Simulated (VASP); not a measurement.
Here is a VASP 6.6.1 calculation.

INCAR

```
PREC = Accurate ; ENCUT = 400
EDIFF = 1E-6 ; ISMEAR = -1
SIGMA = 0.05 ; LREAL = Auto
LASPH = T ; NELM = 120
ALGO = Normal ; ISIF = 2
LWAVE = F ; LCHARG = F
GGA = PE ; NELECT = 266.0
ISYM = 0 ; NBANDS = 172
GGA_COMPAT = F
```

File KPOINTS:

```
Automatic mesh
0
Gamma
  1 1 1
  0.25 0.25 0.25
```

File POSCAR:

```
Si64Ag
1.0
   10.8655790000      0.0000000000      0.0000000000
    0.0000000000     10.8655790000      0.0000000000
    0.0000000000      0.0000000000     10.8655790000
Si Ag
64 1
Direct
    0.9928400000      0.9923700000      0.9926600000
    0.0000400000      0.9995800000      0.5002800000
    0.0000400000      0.4999900000      0.9998500000
    0.9959100000      0.5055600000      0.5058500000
    0.5004500000      0.9995800000      0.9998500000
    0.5060400000      0.9954400000      0.5058500000
    0.5060400000      0.5055700000      0.9957100000
    0.5009500000      0.5004900000      0.5007700000
    0.1162300000      0.1157600000      0.1160400000
    0.1246000000      0.1241300000      0.6257100000
    0.1246000000      0.6254200000      0.1244100000
    0.1271500000      0.6265300000      0.6268100000
    0.6258800000      0.1241400000      0.1244100000
    0.6270000000      0.1266800000      0.6268100000
    0.6270000000      0.6265300000      0.1269700000
    0.6258500000      0.6253800000      0.6256600000
    0.2496600000      0.2492000000      0.9960000000
    0.2508600000      0.2503800000      0.5046400000
    0.2502300000      0.7497000000      0.0002300000
    0.2506400000      0.7503800000      0.5001300000
    0.7501700000      0.2497600000      0.0002300000
    0.7508400000      0.2501800000      0.5001300000
    0.7499400000      0.7494700000      0.9994300000
    0.7503300000      0.7498600000      0.5002400000
    0.3828500000      0.3823900000      0.1192600000
    0.3769200000      0.3764500000      0.6264300000
    0.3763400000      0.8742800000      0.1242400000
    0.3750700000      0.8742000000      0.6265500000
    0.8747500000      0.3758700000      0.1242400000
    0.8746700000      0.3746000000      0.6265500000
    0.8735600000      0.8730900000      0.1261400000
    0.8753800000      0.8749100000      0.6251300000
    0.2496600000      0.9957100000      0.2494800000
    0.2502300000      0.9999600000      0.7499800000
    0.2508600000      0.5043500000      0.2506600000
    0.2506400000      0.4998500000      0.7506500000
    0.7501700000      0.9999600000      0.2500400000
    0.7499400000      0.9991600000      0.7497500000
    0.7508400000      0.4998500000      0.2504600000
    0.7503300000      0.4999600000      0.7501400000
    0.3828500000      0.1189800000      0.3826700000
    0.3763400000      0.1239500000      0.8745700000
    0.3769200000      0.6261400000      0.3767400000
    0.3750700000      0.6262700000      0.8744800000
    0.8747500000      0.1239500000      0.3761500000
    0.8735600000      0.1258700000      0.8733700000
    0.8746700000      0.6262700000      0.3748700000
    0.8753800000      0.6248500000      0.8751900000
    0.9961800000      0.2492000000      0.2494800000
    0.0004200000      0.2497600000      0.7499800000
    0.0004200000      0.7497000000      0.2500500000
    0.9996200000      0.7494700000      0.7497400000
    0.5048100000      0.2503900000      0.2506700000
    0.5003100000      0.2501800000      0.7506500000
    0.5003100000      0.7503700000      0.2504600000
    0.5004200000      0.7498600000      0.7501500000
    0.1194500000      0.3823800000      0.3826600000
    0.1244200000      0.3758800000      0.8745700000
    0.1244200000      0.8742900000      0.3761500000
    0.1263300000      0.8730900000      0.8733600000
    0.6266100000      0.3764600000      0.3767400000
    0.6267400000      0.3746000000      0.8744800000
    0.6267400000      0.8742000000      0.3748700000
    0.6253100000      0.8749200000      0.8751900000
    0.2479100000      0.2474400000      0.2477200000
```

Potentials or basis: VASP PAW PBE potentials, release 64 (Si, Ag).

Command:

```sh
$ cat potpaw_PBE.64/Si/POTCAR potpaw_PBE.64/Ag/POTCAR > POTCAR
$ mpirun -np 1 vasp_std > vasp.out
```

Task: What does it give for the largest force?

Result: 0.121 eV/Å.

Forces on the atoms (eV/Å):
```
Si   0.071  0.070  0.068
Si   0.025  0.024  0.025
Si   0.024  0.027  0.027
Si  -0.012  0.010  0.009
Si   0.028  0.023  0.027
Si   0.010 -0.012  0.009
Si   0.010  0.009 -0.010
Si   0.027  0.027  0.027
Si  -0.057 -0.056 -0.056
Si  -0.024 -0.023 -0.017
Si  -0.025 -0.015 -0.024
Si  -0.046 -0.024 -0.024
Si  -0.016 -0.024 -0.024
Si  -0.023 -0.046 -0.023
Si  -0.023 -0.023 -0.048
Si  -0.028 -0.027 -0.027
Si   0.045  0.044 -0.049
Si   0.020  0.021  0.069
Si   0.023  0.026  0.023
Si   0.026  0.023  0.026
Si   0.025  0.024  0.024
Si   0.024  0.023  0.026
Si   0.021  0.021  0.052
Si   0.030  0.030  0.047
Si  -0.001 -0.002 -0.102
Si  -0.028 -0.026 -0.016
Si  -0.021 -0.018 -0.019
Si  -0.034 -0.017 -0.030
Si  -0.018 -0.020 -0.019
Si  -0.018 -0.033 -0.030
Si  -0.033 -0.033 -0.033
Si  -0.027 -0.026 -0.026
Si   0.045 -0.048  0.044
Si   0.023  0.022  0.026
Si   0.020  0.070  0.021
Si   0.024  0.027  0.024
Si   0.024  0.023  0.022
Si   0.022  0.052  0.022
Si   0.023  0.027  0.023
Si   0.030  0.048  0.029
Si  -0.001 -0.102 -0.001
Si  -0.021 -0.016 -0.019
Si  -0.028 -0.015 -0.027
Si  -0.035 -0.030 -0.017
Si  -0.018 -0.017 -0.019
Si  -0.032 -0.036 -0.032
Si  -0.018 -0.031 -0.030
Si  -0.026 -0.025 -0.027
Si  -0.048  0.043  0.044
Si   0.024  0.025  0.026
Si   0.024  0.026  0.022
Si   0.053  0.020  0.023
Si   0.071  0.021  0.021
Si   0.028  0.023  0.026
Si   0.028  0.023  0.025
Si   0.050  0.030  0.028
Si  -0.101 -0.001 -0.001
Si  -0.018 -0.022 -0.019
Si  -0.019 -0.018 -0.019
Si  -0.034 -0.033 -0.032
Si  -0.016 -0.028 -0.028
Si  -0.030 -0.033 -0.018
Si  -0.030 -0.018 -0.032
Si  -0.025 -0.027 -0.027
Ag   0.040  0.039  0.040
```

Caveat: the cell carries a net charge on a neutralising background, which shifts energy and pressure.
